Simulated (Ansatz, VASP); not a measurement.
Two plane-wave programs on Nb2B3C

```
Nb B C
1.0
     3.09592    0.00000    0.00000
     0.00000    3.09592    0.00000
     0.00000    0.00000    8.03129
Nb B C
2 3 1
Direct
  0.00000 0.00000 0.50000
  0.50000 0.50000 0.00000
  0.50000 0.50000 0.50000
  0.50000 0.50000 0.69995
  0.50000 0.50000 0.30005
  0.00000 0.00000 0.00000
```

Alike in both runs: task single point; functional PBE; k mesh 6 × 6 × 2; occupations gaussian, width 0.1 eV; collinear spin.

|  | VASP | Ansatz |
| --- | --- | --- |
| version | VASP 6.6.1 | Ansatz 0.2.0 |
| potentials or method | VASP PAW PBE potentials, release 64 (Nb_sv, B, C), cutoff 520 eV | scalar-relativistic, plane waves, PAW |
| valence electrons in the cell | 39 | 39 |

|  | VASP | Ansatz | Ansatz less VASP |
| --- | --- | --- | --- |
| gap on the k mesh at the Fermi level (eV) | none | none | - |
| pressure (GPa) | -0.3 | -0.1 | +0.22 |
| traceless stress, the component that is largest in VASP (GPa) | -0.90 | -1.03 | -0.126 |
| rms of the force components (eV/Å) | 0.004 | 0.011 | +0.0075 |
| net moment per atom (μB) | 0.00 | 0.00 | 0.000 |

Atom by atom the forces differ by 0.007 eV/Å (rms over components). A gap of «none» marks a metal or a gap that the smearing closes. Ansatz's warnings: seeded moment not kept.

The k mesh is coarse, so the values compare programs but aren't converged.
